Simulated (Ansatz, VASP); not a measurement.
## Two plane-wave programs on Zr3S2

```
Zr S
1.0
     2.90254    1.67578    3.48777
    -2.90254    1.67578    3.48777
     0.00000   -3.35156    3.48777
Zr S
3 2
Direct
  0.17122 0.84867 0.48011
  0.50000 0.16127 0.83873
  0.83873 0.50000 0.16127
  0.33498 0.33498 0.33498
  0.66502 0.66502 0.66502
```

Alike in both runs: task single point; functional PBE; k mesh 5 × 5 × 5; occupations fermi-dirac, width 0.1 eV; no spin polarisation.

|  | VASP | Ansatz |
| --- | --- | --- |
| version | VASP 6.6.1 | Ansatz 0.2.0 |
| potentials or method | VASP PAW PBE potentials, release 64 (Zr_sv, S), cutoff 520 eV | plane waves, PAW |
| valence electrons in the cell | 48 | 48 |

|  | VASP | Ansatz | Ansatz less VASP |
| --- | --- | --- | --- |
| rms of the force components (eV/Å) | 0.285 | 0.285 | -0.0003 |

Atom by atom the forces differ by 0.001 eV/Å (rms over components).
